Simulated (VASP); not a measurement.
# HgH2 (I4_1/amd) in VASP: settings compared, part 2 of 2

VASP 6.6.1.

## 4. Relaxation of cell and atoms, PBEsol

This run uses another cell than the first one, of 7.84 Å³/atom.

The input, INCAR:

```
SYSTEM = HgH2
PREC = Accurate
ENCUT = 600
EDIFF = 1E-7
ISMEAR = -1
SIGMA = 0.03
LREAL = .False.
LASPH = .True.
NELM = 60
ALGO = Normal
ISIF = 3
LWAVE = .False.
LCHARG = .False.
GGA = PS
IBRION = 2
NSW = 100
EDIFFG = -0.01
```

The input, KPOINTS:

```
Automatic mesh
0
Gamma
  8 8 8
  0 0 0
```

The input, POSCAR:

```
HgH2
1.0
   -1.6730948000      1.6730948000      4.1994679480
    1.6730948000     -1.6730948000      4.1994679480
    1.6730948000      1.6730948000     -4.1994679480
Hg H
2 4
Direct
    0.7500000000      0.2500000000      0.5000000000
    0.0000000000      0.0000000000      0.0000000000
    0.5420000000      0.0420000000      0.5000000000
    0.7920000000      0.7920000000      0.0000000000
    0.2080000000      0.2080000000      0.0000000000
    0.9580000000      0.4580000000      0.5000000000
```

Potentials or basis: VASP PAW PBE potentials, release 64 (Hg, H).

Launch:

```
$ cat potpaw_PBE.64/Hg/POTCAR potpaw_PBE.64/H/POTCAR > POTCAR
$ mpirun -np 1 vasp_std > vasp.out
```

OUTCAR:

```text
SYSTEM = HgH2
   PREC = Accurate
   ENCUT = 600
   EDIFF = 1E-7
   ISMEAR = -1
   LREAL = .False.
   LASPH = .True.
   NELM = 60
   ISIF = 3
   GGA = PS
   IBRION = 2
   NSW = 100
   EDIFFG = -0.01

 ion  position               nearest neighbor table
   1  0.750  0.250  0.500-   4 1.71   5 1.71   4 1.71   5 1.71   3 1.75   6 1.75   2 2.68   2 2.68
                             2 2.68   2 2.68
   2  0.000  0.000  0.000-   3 1.71   6 1.71   3 1.71   6 1.71   5 1.75   4 1.75   1 2.68   1 2.68
                             1 2.68   1 2.68
   3  0.542  0.042  0.500-   2 1.71   2 1.71   1 1.75
   4  0.792  0.792  0.000-   1 1.71   1 1.71   2 1.75
   5  0.208  0.208  0.000-   1 1.71   1 1.71   2 1.75
   6  0.958  0.458  0.500-   2 1.71   2 1.71   1 1.75

  LATTYP: Found a body centered tetragonal cell.
 ALAT       =     3.3461896000
 C/A-ratio  =     2.5100000000

  Lattice vectors:

 A1 = (  -1.6730948000,   1.6730948000,   4.1994679480)
 A2 = (   1.6730948000,  -1.6730948000,   4.1994679480)
 A3 = (   1.6730948000,   1.6730948000,  -4.1994679480)

Analysis of symmetry for initial positions (statically):
=====================================================================
 Subroutine PRICEL returns:
 Original cell was already a primitive cell.

 Routine SETGRP: Setting up the symmetry group for a
 body centered tetragonal supercell.

 Subroutine GETGRP returns: Found 16 space group operations
 (whereof  8 operations were pure point group operations)
 out of a pool of 16 trial point group operations.

The static configuration has the point symmetry D_2d.
 The point group associated with its full space group is D_4h.

Analysis of symmetry for dynamics (positions and initial velocities):
=====================================================================
 Subroutine PRICEL returns:
 Original cell was already a primitive cell.

 Routine SETGRP: Setting up the symmetry group for a
 body centered tetragonal supercell.

 Subroutine GETGRP returns: Found 16 space group operations
 (whereof  8 operations were pure point group operations)
 out of a pool of 16 trial point group operations.

The dynamic configuration has the point symmetry D_2d.
 The point group associated with its full space group is D_4h.

 Subroutine INISYM returns: Found 16 space group operations
 (whereof  8 operations are pure point group operations),
 and found     1 'primitive' translations

----------------------------------------------------------------------------------------

                                     Primitive cell

  volume of cell :      47.0214

  direct lattice vectors                    reciprocal lattice vectors
    -1.673094800  1.673094800  4.199467948     0.000000000  0.298847382  0.119062702
     1.673094800 -1.673094800  4.199467948     0.298847382  0.000000000  0.119062702
     1.673094800  1.673094800 -4.199467948     0.298847382  0.298847382  0.000000000

  length of vectors
     4.820168406  4.820168406  4.820168406     0.321691909  0.321691909  0.422634020

  position of ions in fractional coordinates (direct lattice)
     0.750000000  0.250000000  0.500000000
     0.000000000  0.000000000  0.000000000
     0.542000000  0.042000000  0.500000000
     0.792000000  0.792000000  0.000000000
     0.208000000  0.208000000  0.000000000
     0.958000000  0.458000000  0.500000000

  ion indices of the primitive-cell ions
   primitive index   ion index
                 1           1
                 2           2
                 3           3
                 4           4
                 5           5
                 6           6

----------------------------------------------------------------------------------------

[... 28 lines left out ...]
  0.250000  0.000000  0.000000      8.000000
  0.375000  0.000000  0.000000      8.000000
  0.500000  0.000000  0.000000      4.000000
  0.125000  0.125000  0.000000      8.000000
[... 16 lines left out ...]
  0.250000  0.125000  0.125000     16.000000
  0.375000  0.125000  0.125000      8.000000
 [... further k-points ...]
   k-points           NKPTS =     59   k-points in BZ     NKDIM =     59   number of bands    NBANDS=     18
   number of dos      NEDOS =    301   number of ions     NIONS =      6
   total plane-waves  NPLWV =  64000
   dimension x,y,z NGX =    40 NGY =   40 NGZ =   40
   dimension x,y,z NGXF=    80 NGYF=   80 NGZF=   80
   ions per type =               2   4
   NGX,Y,Z   is equivalent  to a cutoff of  13.80, 13.80, 13.80 a.u.
   NGXF,Y,Z  is equivalent  to a cutoff of  27.59, 27.59, 27.59 a.u.
 SYSTEM =  HgH2
   PREC   = accura    normal or accurate (medium, high low for compatibility)
   ISTART =      0    job   : 0-new  1-cont  2-samecut
   ICHARG =      2    charge: 1-file 2-atom 10-const
   ISPIN  =      1    spin polarized calculation?
   LNONCOLLINEAR =      F non collinear calculations
   LSORBIT =      F    spin-orbit coupling
   LASPH  =      T    aspherical Exc in radial PAW
   ENCUT  =  600.0 eV  44.10 Ry    6.64 a.u.   9.63  9.63  9.63*2*pi/ulx,y,z
   NELM   =     60;   NELMIN=  2; NELMDL= -5     # of ELM steps
   EDIFF  = 0.1E-06   stopping-criterion for ELM
   LREAL  =      F    real-space projection
   EDIFFG = -.1E-01   stopping-criterion for IOM
   NSW    =    100    number of steps for IOM
   IBRION =      2    ionic relax: 0-MD 1-quasi-New 2-CG
   NFREE  =      1    steps in history (QN), initial steepest desc. (CG)
   ISIF   =      3    stress and relaxation
   ISYM   =      2    0-nonsym 1-usesym 2-fastsym
   POTIM  = 0.5000    time-step for ionic-motion
   TEBEG  =    0.0;   TEEND  =   0.0 temperature during run
   PSTRESS=    0.0 pullay stress
   NELECT =      28.0000    total number of electrons
   NUPDOWN=      -1.0000    fix difference up-down
   EMIN   =  10.00;   EMAX   =-10.00  energy-range for DOS
   EFERMI =   0.00;   METHOD = LEGACY
   ISMEAR =    -1;   SIGMA  =   0.03  broadening in eV -4-tet -1-fermi 0-gaus
   EFERMI_NEDOS =   21; number of points for ismear=-14 and -15
   IALGO  =     38    algorithm
   IMIX   =      4    mixing-type and parameters
     AMIX     =   0.40;   BMIX     =  1.00
     AMIX_MAG =   1.60;   BMIX_MAG =  1.00
  volume/ion in A,a.u.               =       7.84        52.89
  Fermi-wavevector in a.u.,A,eV,Ry     =   1.377302  2.602723 25.809704  1.896960
  Thomas-Fermi vector in A             =   2.502467
   LORBIT       =      0    0 simple, 1 ext, 2 COOP (PROOUT), +10 PAW based schemes
   GGA     = PS    functional components
   LHFCALC =     F    Hartree Fock is set to
   AEXX    =    0.0000 exact exchange contribution
   IVDW    =     0    specifies the selected vdW correction
   LEPSILON=     F    determine dielectric tensor
   LRPA    =     F    only Hartree local field effects (RPA)
 conjugate gradient relaxation of ions
 non-spin polarized calculation
  energy-cutoff  :      600.00
  volume of cell :       47.02
 maximum number of plane-waves:      1592
 NGX is ok and might be reduce to    40
   NGX = 19   NGY = 19   NGZ = 19

--------------------------------------- Ionic step        1  -------------------------------------------

 number of electron      28.0000003 magnetization

 Free energy of the ion-electron system (eV)
  ---------------------------------------------------
  ext. energy  EPLUGINS =         0.00000000
  ---------------------------------------------------
  free energy    TOTEN  =        -5.13784058 eV

  energy without entropy =       -5.13340496  energy(sigma->0) =       -5.13562277

 E-fermi :   6.3892     XC(G=0): -11.8614

 val. band max:        6.3457377352   @ k =  -0.2500   0.2500   0.0000
 cond. band min:       6.3927593152   @ k =   0.5000   0.5000   0.0000
 fundamental gap:      0.0470215799
 Fermi energy:         6.3892186879

 k-point     1 :       0.0000    0.0000    0.0000
  band No.  band energies     occupation
      1      -9.7992      2.00000
      2      -7.8845      2.00000
      3      -7.1940      2.00000
      4      -6.7078      2.00000
      5      -4.5530      2.00000
      6      -4.5530      2.00000
[... 608 lines left out ...]
  FREE ENERGIE OF THE ION-ELECTRON SYSTEM (eV)
  ---------------------------------------------------
  free  energy   TOTEN  =       -11.4779252836 eV

  energy  without entropy=      -11.4761091813  energy(sigma->0) =      -11.47701723

[... ionic steps 4 to 19 ...]

--------------------------------------- Ionic step       20  -------------------------------------------

 number of electron      27.9999995 magnetization

------------------------ aborting loop because EDIFF is reached ----------------------------------------
[... 75 lines left out ...]
--------------------------------------- Ionic step       22  -------------------------------------------

 number of electron      27.9999993 magnetization

 Free energy of the ion-electron system (eV)
  ---------------------------------------------------
  ext. energy  EPLUGINS =         0.00000000
  ---------------------------------------------------
  free energy    TOTEN  =       -11.90071515 eV

  energy without entropy =      -11.89870753  energy(sigma->0) =      -11.89971134

 E-fermi :   0.8833     XC(G=0):  -9.2643

 val. band max:        0.8506928004   @ k =  -0.3750   0.3750   0.0000
 cond. band min:       0.9561100357   @ k =  -0.3750   0.5000   0.2500
 fundamental gap:      0.1054172354
 Fermi energy:         0.8832505977

 k-point     1 :       0.0000    0.0000    0.0000
  band No.  band energies     occupation
      1      -9.0396      2.00000
      2      -8.5262      2.00000
      3      -8.4910      2.00000
      4      -8.4602      2.00000
      5      -6.5276      2.00000
      6      -6.3711      2.00000
[... 528 lines left out ...]
  FREE ENERGIE OF THE ION-ELECTRON SYSTEM (eV)
  ---------------------------------------------------
  free  energy   TOTEN  =       -11.9007151525 eV

  energy  without entropy=      -11.8987075335  energy(sigma->0) =      -11.89971134

 reached required accuracy - stopping structural energy minimisation
```

It took 31 min on 1 thread of Oxide Virtual Turin-like, shared host; peak memory 0.24 GiB.

What came out:

```yaml
Free_energy: -11.9007 eV
Relaxed_volume: 13.26 Å³/atom
Relaxed_cell: a = 6.339 Å, b = 6.339 Å, c = 6.339 Å, α = 145.94°, β = 145.94°, γ = 48.94°
Space_group_after_relaxing_to_0.1_Å: I4_1/amd (No. 141)
Energy_gained_by_relaxing: 1127.1 meV/atom
Ionic_steps: 22
Pressure_after_relaxing: 0.0 GPa
Largest_force_after_relaxing: 0.003 eV/Å
Band_gap_on_the_k_mesh: zero (bands 14 and 15 overlap by 4.85 eV)
```

Forces on the atoms (eV/Å):
```
Hg   0.000  0.000  0.000
Hg   0.000  0.000  0.000
H    0.000  0.000  0.003
H    0.000  0.000  0.003
H    0.000  0.000 -0.003
H    0.000  0.000 -0.003
```

Stress tensor (GPa, compression positive):
```
-0.03  0.00  0.00
 0.00 -0.03  0.00
 0.00  0.00  0.05
```

The path:
```
step  energy change (eV)  largest force (eV/Å)  pressure (GPa)  volume (Å³)
   1              0.0000                2.0982           97.45        47.02
   2             -6.1924                0.2367           -6.27        87.28
   3             -6.3401                0.4004            1.03        75.26
   4             -6.3606                0.3390           -1.75        78.73
   5             -6.3615                0.3510           -1.22        77.99
   6             -6.4780                0.2771           -0.35        77.10
   7             -6.6404                0.2064            3.22        74.71
   8             -6.6358                0.1555            4.49        74.06
   9             -6.6417                0.1837            3.77        74.42
  10             -6.7153                0.1129            1.34        78.36
  11             -6.7233                0.0869            0.32        80.57
  12             -6.7233                0.0889            0.41        80.37
  13             -6.7302                0.0965           -0.29        80.80
  14             -6.7308                0.0992           -0.56        80.97
  15             -6.7365                0.0897           -0.27        80.28
  16             -6.7424                0.0885            0.48        78.73
  17             -6.7495                0.0847            0.26        79.02
  18             -6.7590                0.0229           -0.58        79.92
  19             -6.7622                0.0020           -0.15        79.53
  20             -6.7625                0.0055            0.02        79.38
  21             -6.7626                0.0050            0.01        79.44
  22             -6.7629                0.0032            0.00        79.58
```

Final structure:
```
Hg H
1.0
    -1.85688    1.85688    5.76989
     1.85688   -1.85688    5.76989
     1.85688    1.85688   -5.76989
Hg H
2 4
Cartesian
  0.0000 1.8569 2.8849
  0.0000 0.0000 0.0000
  0.0000 1.8569 0.1126
  0.0000 0.0000 8.7674
  0.0000 0.0000 2.7724
  0.0000 1.8569 5.6573
```

Caveat: the volume moved by over 15 % at a fixed basis, so the end points are rough; the PAW data sets were made with another functional, which shifts forces and pressure a little; spin-orbit coupling is left out, which moves the levels of the heavy elements.

## 5. Single point, r2SCAN+rVV10

This run uses another cell than the first one, of 13.44 Å³/atom.

The input, POSCAR:

```
HgH2
1.0
   -1.8557367886      1.8557367886      5.8526383492
    1.8557367886     -1.8557367886      5.8526383492
    1.8557367886      1.8557367886     -5.8526383492
Hg H
2 4
Direct
    0.7500000000      0.2500000000      0.5000000000
    0.0000000000      0.0000000000      0.0000000000
    0.5054951085      0.0054951085      0.5000000000
    0.7554951085      0.7554951085      0.0000000000
    0.2445048915      0.2445048915      0.0000000000
    0.9945048915      0.4945048915      0.5000000000
```

The input, INCAR.step1:

```
PREC     = Accurate       # precision mode
ENCUT    = 520            # plane-wave cutoff, eV
ISMEAR   = -1             # smearing method
SIGMA    = 0.03           # smearing width, eV
LREAL    = False          # projectors in reciprocal space
LASPH    = True           # aspherical terms in the spheres
NELM     = 80             # most SCF steps
NBANDS   = 23             # bands
GGA      = PE             # functional
ALGO     = Normal         # electronic algorithm
EDIFF    = 1E-4           # SCF threshold, eV
LWAVE    = True           # write WAVECAR
LCHARG   = False          # write CHGCAR
```

The input, INCAR.step2:

```
PREC     = Accurate       # precision mode
ENCUT    = 520            # plane-wave cutoff, eV
EDIFF    = 1E-6           # SCF threshold, eV
ISMEAR   = -1             # smearing method
SIGMA    = 0.03           # smearing width, eV
LREAL    = False          # projectors in reciprocal space
LASPH    = True           # aspherical terms in the spheres
NELM     = 80             # most SCF steps
ALGO     = Normal         # electronic algorithm
ISIF     = 2              # what is computed and relaxed
LWAVE    = False          # write WAVECAR
LCHARG   = False          # write CHGCAR
METAGGA  = R2SCAN         # meta-GGA
LMIXTAU  = True         
LUSE_VDW = True         
IVDW_NL  = 2            
BPARAM   = 11.95        
CPARAM   = 0.0093       
NBANDS   = 23             # bands
ISTART   = 1
```

The input, KPOINTS:

```
regular mesh
0
Gamma
  10 10 10
```

Launch:

```
$ cat potpaw_PBE.64/Hg/POTCAR potpaw_PBE.64/H/POTCAR > POTCAR
$ cp INCAR.step1 INCAR
$ mpirun -np 1 vasp_std > vasp.out
$ cp INCAR.step2 INCAR
$ mpirun -np 1 vasp_std > vasp.out
```

Run time: 41 min. Hardware: 1 thread of Oxide Virtual Turin-like, shared host; peak memory 0.8 GiB.

Results (log left out):

```yaml
Free_energy: -109.0563 eV
Pressure: 0.4 GPa
Largest_force: 0.046 eV/Å
Band_gap_on_the_k_mesh: zero (bands 14 and 15 overlap by 4.97 eV)
```

Forces in eV/Å, atoms in the order of the input:
```
Hg   0.000  0.000  0.000
Hg   0.000  0.000  0.000
H    0.000  0.000  0.046
H    0.000  0.000  0.046
H    0.000  0.000 -0.046
H    0.000  0.000 -0.046
```

Stress tensor (GPa, compression positive):
```
 0.99  0.00  0.00
 0.00  0.99  0.00
 0.00  0.00 -0.85
```

Levels at points of the mesh, in eV from the Fermi level:
| k point | band 12 | band 13 | band 14 | band 15 | band 16 | band 17 |
| --- | --- | --- | --- | --- | --- | --- |
| (0.00, 0.00, 0.00) | -4.93 | -0.74 | 3.05 | 3.28 | 6.16 | 6.16 |
| (0.50, 0.00, 0.00) | -5.59 | -4.41 | -3.78 | 2.78 | 5.47 | 6.66 |
| (0.50, 0.50, 0.00) | -4.58 | -4.49 | -4.49 | -1.86 | -1.86 | 5.54 |
| (0.50, 0.50, 0.50) | -6.82 | 3.07 | 3.07 | 3.82 | 3.82 | 4.83 |

Caveat: the PAW data sets were made with another functional, which shifts forces and pressure a little; spin-orbit coupling is left out, which moves the levels of the heavy elements.

## 6. The runs side by side

```tsv
task	level	cell	k mesh	cutoff (eV)	gap on the mesh (eV)	pressure (GPa)	largest force (eV/Å)
single point	PBEsol	a = 6.447 Å, angles 146.6, 146.6, 47.9°, 6 atoms, atomic positions A	8 × 8 × 8	520	none	0.3	0.01
single point	r2SCAN+rVV10	a = 6.414 Å, angles 146.4, 146.4, 48.3°, 6 atoms, atomic positions B	8 × 8 × 8	520	none	0.5	0.01
relaxation of cell and atoms	PBEsol	relaxed from a = 4.820 Å, angles 139.4, 139.4, 58.8°, 6 atoms, atomic positions C	8 × 8 × 8	600	none	0.0	-
single point	r2SCAN+rVV10	a = 6.414 Å, angles 146.4, 146.4, 48.3°, 6 atoms, atomic positions B	10 × 10 × 10	520	none	0.4	0.05
```

Alike in all rows: potentials or basis VASP PAW PBE potentials, release 64 (Hg, H); no spin polarisation; smearing fermi-dirac 0.03 eV.

Caveats: the PAW data sets were made with another functional, which shifts forces and pressure a little; spin-orbit coupling is left out, which moves the levels of the heavy elements; the volume moved by over 15 % at a fixed basis, so the end points are rough (at least some runs).

Absolute energies hang on the potentials; compare differences alone.

The gap in the log of VASP goes by the Fermi energy; the results here count the filled bands.